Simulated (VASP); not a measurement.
# HfBiO (P-6m2) in VASP: a series of runs, part 2 of 3

VASP 6.6.1. The steps go on from the part before.

**3. Single point, PBE**

This run uses another cell than the first one, of 21.43 Å³/atom, 1.039 times its volume.

File INCAR:

```
SYSTEM = HfBiO
  ALGO = Normal
  EDIFF = 1E-6
  ENCUT = 520
  GGA = PE
  ISIF = 2
  ISMEAR = 0
  LASPH = .TRUE.
  LCHARG = .TRUE.
  LELF = .TRUE.
  LREAL = .FALSE.
  LVHAR = .TRUE.
  LWAVE = .FALSE.
  NBANDS = 22
  NELM = 80
  PREC = Accurate
  SIGMA = 0.1
```

File KPOINTS:

```
k-points
0
G
  6 6 6
  0 0 0
```

File POSCAR:

```
HfBiO
1.0
    4.8440258597      0.0000000000      0.0000000000
   -2.4220129299      4.1950494511      0.0000000000
    0.0000000000      0.0000000000      3.1635263307
Hf Bi O
1 1 1
Direct
    0.6666666667      0.3333333333      0.5000000000
    0.3333333333      0.6666666667      0.5000000000
    0.0000000000      0.0000000000      0.0000000000
```

Potentials or basis: VASP PAW PBE potentials, release 64 (Hf_pv, Bi_d, O).

Started as:

```sh
cat potpaw_PBE.64/Hf_pv/POTCAR potpaw_PBE.64/Bi_d/POTCAR potpaw_PBE.64/O/POTCAR > POTCAR
mpirun -np 1 vasp_std > vasp.out
```

OUTCAR:

```text
SYSTEM = HfBiO
   EDIFF = 1E-6
   ENCUT = 520
   GGA = PE
   ISIF = 2
   ISMEAR = 0
   LASPH = .TRUE.
   LREAL = .FALSE.
   NELM = 80
   PREC = Accurate

 ion  position               nearest neighbor table
   1  0.667  0.333  0.500-   2 2.80   2 2.80   2 2.80
   2  0.333  0.667  0.500-   1 2.80   1 2.80   1 2.80
   3  0.000  0.000  0.000-

  LATTYP: Found a hexagonal cell.
 ALAT       =     4.8440258597
 C/A-ratio  =     0.6530779196

  Lattice vectors:

 A1 = (   4.8440258597,   0.0000000000,   0.0000000000)
 A2 = (  -2.4220129299,   4.1950494511,   0.0000000000)
 A3 = (   0.0000000000,   0.0000000000,   3.1635263307)

Analysis of symmetry for initial positions (statically):
=====================================================================
 Subroutine PRICEL returns:
 Original cell was already a primitive cell.

 Routine SETGRP: Setting up the symmetry group for a
 hexagonal supercell.

 Subroutine GETGRP returns: Found 12 space group operations
 (whereof 12 operations were pure point group operations)
 out of a pool of 24 trial point group operations.

The static configuration has the point symmetry D_3h.

Analysis of symmetry for dynamics (positions and initial velocities):
=====================================================================
 Subroutine PRICEL returns:
 Original cell was already a primitive cell.

 Routine SETGRP: Setting up the symmetry group for a
 hexagonal supercell.

 Subroutine GETGRP returns: Found 12 space group operations
 (whereof 12 operations were pure point group operations)
 out of a pool of 24 trial point group operations.

The dynamic configuration has the point symmetry D_3h.

 Subroutine INISYM returns: Found 12 space group operations
 (whereof 12 operations are pure point group operations),
 and found     1 'primitive' translations

----------------------------------------------------------------------------------------

                                     Primitive cell

  volume of cell :      64.2858

  direct lattice vectors                    reciprocal lattice vectors
     4.844025860  0.000000000  0.000000000     0.206439856  0.119188106  0.000000000
    -2.422012930  4.195049451  0.000000000     0.000000000  0.238376213  0.000000000
     0.000000000  0.000000000  3.163526331     0.000000000  0.000000000  0.316102948

  length of vectors
     4.844025860  4.844025860  3.163526331     0.238376213  0.238376213  0.316102948

  position of ions in fractional coordinates (direct lattice)
     0.666666667  0.333333333  0.500000000
     0.333333333  0.666666667  0.500000000
     0.000000000  0.000000000  0.000000000

  ion indices of the primitive-cell ions
   primitive index   ion index
                 1           1
                 2           2
                 3           3

----------------------------------------------------------------------------------------

 KPOINTS: k-points

Automatic generation of k-mesh.
 Grid dimensions read from file:
 generate k-points for:    6    6    6

 Generating k-lattice:

  Cartesian coordinates                     Fractional coordinates (reciprocal lattice)
     0.034406643  0.019864684  0.000000000     0.166666667  0.000000000  0.000000000
     0.000000000  0.039729369  0.000000000     0.000000000  0.166666667  0.000000000
     0.000000000  0.000000000  0.052683825     0.000000000  0.000000000  0.166666667

  Length of vectors
     0.039729369  0.039729369  0.052683825

  Shift w.r.t. Gamma in fractional coordinates (k-lattice)
     0.000000000  0.000000000  0.000000000

 Subroutine IBZKPT returns following result:
 ===========================================

 Found     28 irreducible k-points:

 Following reciprocal coordinates:
            Coordinates               Weight
  0.000000  0.000000  0.000000      1.000000
  0.166667 -0.000000  0.000000      6.000000
  0.333333  0.000000  0.000000      6.000000
  0.500000  0.000000  0.000000      3.000000
  0.166667  0.166667  0.000000      6.000000
  0.333333  0.166667  0.000000     12.000000
[... 16 lines left out ...]
  0.166667 -0.000000  0.500000      6.000000
  0.333333  0.000000  0.500000      6.000000
 [... further k-points ...]
   k-points           NKPTS =     28   k-points in BZ     NKDIM =     28   number of bands    NBANDS=     22
   number of dos      NEDOS =    301   number of ions     NIONS =      3
   total plane-waves  NPLWV =  31104
   dimension x,y,z NGX =    36 NGY =   36 NGZ =   24
   dimension x,y,z NGXF=    72 NGYF=   72 NGZF=   48
   ions per type =               1   1   1
   NGX,Y,Z   is equivalent  to a cutoff of  12.36, 12.36, 12.61 a.u.
   NGXF,Y,Z  is equivalent  to a cutoff of  24.71, 24.71, 25.22 a.u.
 SYSTEM =  HfBiO
   PREC   = accura    normal or accurate (medium, high low for compatibility)
   ISTART =      0    job   : 0-new  1-cont  2-samecut
   ICHARG =      2    charge: 1-file 2-atom 10-const
   ISPIN  =      1    spin polarized calculation?
   LNONCOLLINEAR =      F non collinear calculations
   LSORBIT =      F    spin-orbit coupling
   LASPH  =      T    aspherical Exc in radial PAW
   ENCUT  =  520.0 eV  38.22 Ry    6.18 a.u.   9.01  9.01  5.88*2*pi/ulx,y,z
   NELM   =     80;   NELMIN=  2; NELMDL= -5     # of ELM steps
   EDIFF  = 0.1E-05   stopping-criterion for ELM
   LREAL  =      F    real-space projection
   EDIFFG = 0.1E-04   stopping-criterion for IOM
   NSW    =      0    number of steps for IOM
   IBRION =     -1    ionic relax: 0-MD 1-quasi-New 2-CG
   NFREE  =      0    steps in history (QN), initial steepest desc. (CG)
   ISIF   =      2    stress and relaxation
   ISYM   =      2    0-nonsym 1-usesym 2-fastsym
   POTIM  = 0.5000    time-step for ionic-motion
   TEBEG  =    0.0;   TEEND  =   0.0 temperature during run
   PSTRESS=    0.0 pullay stress
   NELECT =      31.0000    total number of electrons
   NUPDOWN=      -1.0000    fix difference up-down
   EMIN   =  10.00;   EMAX   =-10.00  energy-range for DOS
   EFERMI =   0.00;   METHOD = LEGACY
   ISMEAR =     0;   SIGMA  =   0.10  broadening in eV -4-tet -1-fermi 0-gaus
   EFERMI_NEDOS =   21; number of points for ismear=-14 and -15
   IALGO  =     38    algorithm
   IMIX   =      4    mixing-type and parameters
     AMIX     =   0.40;   BMIX     =  1.00
     AMIX_MAG =   1.60;   BMIX_MAG =  1.00
  volume/ion in A,a.u.               =      21.43       144.61
  Fermi-wavevector in a.u.,A,eV,Ry     =   1.283779  2.425991 22.423619  1.648090
  Thomas-Fermi vector in A             =   2.416012
   LORBIT       =      0    0 simple, 1 ext, 2 COOP (PROOUT), +10 PAW based schemes
   GGA     = PE    functional components
   LHFCALC =     F    Hartree Fock is set to
   AEXX    =    0.0000 exact exchange contribution
   IVDW    =     0    specifies the selected vdW correction
   LEPSILON=     F    determine dielectric tensor
   LRPA    =     F    only Hartree local field effects (RPA)
 non-spin polarized calculation
 Gauss-broadening in eV      SIGMA  =   0.10
  energy-cutoff  :      520.00
  volume of cell :       64.29
 maximum number of plane-waves:      1749
 NGX is ok and might be reduce to    36
   NGX = 17   NGY = 17   NGZ = 11

 number of electron      30.9999996 magnetization

 Free energy of the ion-electron system (eV)
  ---------------------------------------------------
  ext. energy  EPLUGINS =         0.00000000
  ---------------------------------------------------
  free energy    TOTEN  =       -17.38638480 eV

  energy without entropy =      -17.36419918  energy(sigma->0) =      -17.37529199

 E-fermi :   4.9141     XC(G=0): -10.5168

 val. band max:        4.9072893197   @ k =   0.5000   0.0000   0.1667
 cond. band min:       4.9822054582   @ k =   0.1667   0.1667   0.1667
 fundamental gap:      0.0749161385
 Fermi energy:         4.9140723831

 k-point     1 :       0.0000    0.0000    0.0000
  band No.  band energies     occupation
      1     -26.2665      2.00000
      2     -26.2665      2.00000
      3     -26.0248      2.00000
      4     -17.4948      2.00000
      5     -17.1304      2.00000
      6     -17.1304      2.00000
[... 14 lines left out ...]
     21       9.4373      0.00000
     22      10.7098      0.00000

 k-point     2 :       0.1667   -0.0000    0.0000
  band No.  band energies     occupation
      1     -26.2678      2.00000
      2     -26.2656      2.00000
      3     -26.0249      2.00000
      4     -17.4918      2.00000
      5     -17.1305      2.00000
      6     -17.1299      2.00000
[... 542 lines left out ...]
 k-point    24 :       0.3333    0.0000    0.5000
  band No.  band energies     occupation
      1     -26.4274      2.00000
      2     -26.2278      2.00000
      3     -26.2220      2.00000
      4     -17.2579      2.00000
      5     -17.2570      2.00000
      6     -17.1143      2.00000
[... 14 lines left out ...]
     21       8.8164      0.00000
     22      11.3147      0.00000

 [... further k-points ...]
[... 5 lines left out ...]
  --------------------------------------------------------------------------------------
  -------------------------------------------------------------------------------------
  Total       -0.2265469     -0.2265469     -0.2136961      0.0000000     -0.0000000      0.0000000
  in kB       -5.6461681     -5.6461681     -5.3258905      0.0000000     -0.0000000      0.0000000
  external PRESSURE =      -5.5394089 kB  Pullay stress =       0.0000000 kB

 VOLUME and BASIS-vectors are now :
 -----------------------------------------------------------------------------
  energy-cutoff  :      520.00
  volume of cell :       64.29
      direct lattice vectors                 reciprocal lattice vectors
     4.844025860  0.000000000  0.000000000     0.206439856  0.119188106  0.000000000
    -2.422012930  4.195049451  0.000000000     0.000000000  0.238376213  0.000000000
     0.000000000  0.000000000  3.163526331     0.000000000  0.000000000  0.316102948

 POSITION                                       TOTAL-FORCE (eV/Angst)
 -----------------------------------------------------------------------------------
      2.42201      1.39835      1.58176         0.000000     -0.000000      0.000000
     -0.00000      2.79670      1.58176        -0.000000      0.000000      0.000000
      0.00000      0.00000      0.00000         0.000000     -0.000000      0.000000
 -----------------------------------------------------------------------------------
    total drift:                                0.000000     -0.000000     -0.000000

  FREE ENERGIE OF THE ION-ELECTRON SYSTEM (eV)
  ---------------------------------------------------
  free  energy   TOTEN  =       -17.3863847998 eV

  energy  without entropy=      -17.3641991774  energy(sigma->0) =      -17.37529199
```

OSZICAR:

```text
N       E                     dE             d eps       ncg     rms          rms(c)
DAV:   1     0.249224524436E+03    0.24922E+03   -0.16035E+04  1232   0.154E+03
DAV:   2     0.210155789552E+01   -0.24712E+03   -0.23421E+03  1280   0.408E+02
DAV:   3    -0.204946314486E+02   -0.22596E+02   -0.21541E+02  1622   0.112E+02
DAV:   4    -0.212723010874E+02   -0.77767E+00   -0.77472E+00  1382   0.218E+01
DAV:   5    -0.212983799095E+02   -0.26079E-01   -0.26076E-01  1738   0.407E+00    0.291E+01
DAV:   6    -0.224339283767E+02   -0.11355E+01   -0.45617E+01  1482   0.258E+01    0.387E+01
DAV:   7    -0.177965099640E+02    0.46374E+01   -0.80541E+00  1492   0.146E+01    0.155E+01
DAV:   8    -0.178815494792E+02   -0.85040E-01   -0.67726E+00  1430   0.103E+01    0.929E+00
DAV:   9    -0.173833336583E+02    0.49822E+00   -0.99115E-01  1450   0.496E+00    0.102E+00
DAV:  10    -0.173897315298E+02   -0.63979E-02   -0.10170E-01  1300   0.176E+00    0.536E-01
DAV:  11    -0.173898936200E+02   -0.16209E-03   -0.15699E-02  1436   0.856E-01    0.608E-01
DAV:  12    -0.173864426852E+02    0.34509E-02   -0.11101E-02  1476   0.408E-01    0.123E-01
DAV:  13    -0.173864396007E+02    0.30845E-05   -0.82012E-04  1380   0.142E-01    0.989E-02
DAV:  14    -0.173865026468E+02   -0.63046E-04   -0.19163E-04  1466   0.550E-02    0.141E-01
DAV:  15    -0.173863825925E+02    0.12005E-03   -0.42745E-04  1460   0.754E-02    0.253E-02
DAV:  16    -0.173863854736E+02   -0.28810E-05   -0.19918E-05  1028   0.265E-02    0.102E-02
DAV:  17    -0.173863847998E+02    0.67374E-06   -0.31118E-06   710   0.752E-03
   1 F= -.17386385E+02 E0= -.17375292E+02  d E =-.221856E-01
```

Wall time 36 s (1 thread of Intel Xeon 6975P-C, shared host); peak memory 0.2 GiB.

Results:

* Free energy: -17.3864 eV
* Pressure: -0.6 GPa

Levels at points of the mesh, in eV from the Fermi level:
| k point | band 13 | band 14 | band 15 | band 16 | band 17 | band 18 | band 19 | band 20 |
| --- | --- | --- | --- | --- | --- | --- | --- | --- |
| (0.00, 0.00, 0.00) | -1.76 | -0.64 | -0.64 | -0.40 | 3.22 | 3.50 | 3.50 | 4.52 |
| (0.50, 0.00, 0.00) | -1.00 | -0.56 | -0.48 | -0.41 | 1.86 | 2.89 | 3.49 | 3.61 |
| (0.00, 0.00, 0.50) | -1.72 | -1.62 | -1.11 | -1.11 | 0.63 | 0.63 | 4.70 | 5.22 |
| (0.50, 0.00, 0.50) | -2.06 | -0.78 | -0.36 | -0.02 | 1.23 | 1.60 | 3.06 | 3.18 |

Caveat: spin-orbit coupling is left out, which moves the levels of the heavy elements; an odd number of electrons without spin polarisation forces a metal; a magnetic or distorted state may lie lower.

[end of part 2 of 3]
